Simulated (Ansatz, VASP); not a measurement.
# One calculation of Si2As, two programs

```xyz
3
Lattice="0.0000 3.0213 3.0213 3.0213 0.0000 3.0213 3.0213 3.0213 0.0000" Properties=species:S:1:pos:R:3 pbc="T T T"
Si    1.5107    1.5107    1.5107
Si    3.0213    3.0213    3.0213
As    4.5320    4.5320    4.5320
```

Alike in both runs: functional PBE; k mesh 6 × 6 × 6; occupations gaussian, width 0.2 eV; no spin polarisation.

Ansatz relaxed the structure, and its values are those at the end. VASP's run is a single point on that final structure, the one shown.

|  | VASP | Ansatz |
| --- | --- | --- |
| version | VASP 6.6.1 | Ansatz 0.2.0 |
| potentials or method | VASP PAW PBE potentials, release 64 (Si, As), cutoff 500 eV | scalar-relativistic, plane waves, PAW |
| valence electrons in the cell | 13 | 23 |

VASP gave:

| Item | Value |
| --- | --- |
| gap on the k mesh at the Fermi level (eV) | none |
| pressure (GPa) | 0.5 |

Q: Estimate Ansatz's values.

A: gap on the k mesh at the Fermi level (eV): none; pressure (GPa): 0.4.

A gap of «none» marks a metal or a gap that the smearing closes. With one functional, cell and mesh, what is left measures potentials, basis and numerics. VASP's potentials hold 13 valence electrons a cell and Ansatz's 23, so a difference there can come from the potentials and not from the codes.
